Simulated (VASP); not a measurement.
Runs of VASP 6.6.1 on Ir. The structure is that of space group P6_3/mmc (No. 194), or close to it. The cells are those of the table. 

```tsv
task	cell	cutoff (eV)	gap on the mesh (eV)	pressure (GPa)
relaxation of cell and atoms	relaxed from a = 2.710, b = 2.710, c = 4.425 Å, angles 90.0, 90.0, 120.0°, 2 atoms	600	none	-0.1
relaxation of cell and atoms	relaxed to 45 GPa from a = 2.710, b = 2.710, c = 4.425 Å, angles 90.0, 90.0, 120.0°, 2 atoms	600	none	45.0
relaxation of cell and atoms	relaxed to 30 GPa from a = 2.710, b = 2.710, c = 4.425 Å, angles 90.0, 90.0, 120.0°, 2 atoms	600	none	30.0
single point	a = 2.648, b = 2.648, c = 4.296 Å, angles 90.0, 90.0, 120.0°, 2 atoms	520	none	(a)
single point	a = 2.674, b = 2.674, c = 4.338 Å, angles 90.0, 90.0, 120.0°, 2 atoms	520	none	18.0
single point	a = 2.625, b = 2.625, c = 4.261 Å, angles 90.0, 90.0, 120.0°, 2 atoms	520	none	48.9
relaxation of cell and atoms	relaxed to 15 GPa from a = 2.710, b = 2.710, c = 4.425 Å, angles 90.0, 90.0, 120.0°, 2 atoms	600	none	15.1
single point	a = 2.705, b = 2.705, c = 4.386 Å, angles 90.0, 90.0, 120.0°, 2 atoms	520	none	2.6
```

Alike in all rows: level LDA; potentials or basis VASP PAW LDA potentials, release 64 (Ir); no spin polarisation; k mesh 9 × 9 × 5; smearing methfessel-paxton 0.1 eV.

Task: Estimate the missing entries.

Result: (a) 33.5.

Caveats: spin-orbit coupling is left out, which moves the levels of the heavy elements; the cell is relaxed towards a set pressure, so the enthalpy falls and the energy may rise (some runs).

A k mesh can miss the band edges, and the runs leave out spin-orbit coupling on Ir.

A gap of «none» marks levels without a gap at the run's occupations.
